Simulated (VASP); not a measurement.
Set up this calculation in VASP 6.6.1, as the native input.

- Task: single point
- Functional: PBE
- Potentials or basis: VASP PAW PBE potentials, release 64 (Hf_pv, O)
- Cutoff: 520 eV
- k mesh: 8 × 8 × 8
- Occupations: fermi-dirac, width 0.02 eV
- Spin: no spin polarisation
- Dipole correction: no
- Further INCAR settings: ALGO = Normal; EDIFF = 1e-06; NBANDS = 18

The structure of HfO2 lies in POSCAR:

```
HfO2
1.0
    0.0000000000      2.5291823194      2.5291823194
    2.4639294155      0.0000000000      2.5291823194
    2.4639294155      2.5291823194      0.0000000000
Hf O
1 2
Direct
    0.0000000000      0.0000000000      0.0000000000
    0.2500000000      0.2500000000      0.2500000000
    0.7500000000      0.7500000000      0.7500000000
```

This cell differs from its parent crystal: uniaxial x strain -2.6%.

The input as run:

INCAR

```
SYSTEM = HfO2
ALGO     = Normal         ! electronic algorithm
EDIFF    = 1E-6           ! SCF threshold, eV
ENCUT    = 520            ! plane-wave cutoff, eV
GGA      = PE             ! functional
ISIF     = 2              ! what is computed and relaxed
ISMEAR   = -1             ! smearing method
LASPH    = .TRUE.         ! aspherical terms in the spheres
LCHARG   = .FALSE.        ! write CHGCAR
LREAL    = .FALSE.        ! projectors in reciprocal space
LWAVE    = .FALSE.        ! write WAVECAR
NBANDS   = 18             ! bands
NELM     = 100            ! most SCF steps
PREC     = Accurate       ! precision mode
SIGMA    = 0.02           ! smearing width, eV
```

KPOINTS

```
k-points
0
G
  8 8 8
  0 0 0
```

Potentials or basis: VASP PAW PBE potentials, release 64 (Hf_pv, O).

The run is started by

```console
$ cat potpaw_PBE.64/Hf_pv/POTCAR potpaw_PBE.64/O/POTCAR > POTCAR
$ mpirun -np 1 vasp_std > vasp.out
```

Results of the run:

```yaml
Pressure: 9.4 GPa
Band_gap_on_the_k_mesh: 3.61 eV, indirect (least direct gap 3.68 eV)
```

Caveat: the cell differs from its parent crystal (uniaxial x strain -2.6%); spin-orbit coupling is left out, which moves the levels of the heavy elements.

It took 23 s on 1 thread of AMD EPYC 7R13 Processor (Zen 3) (shared host), peak memory 0.15 GiB.
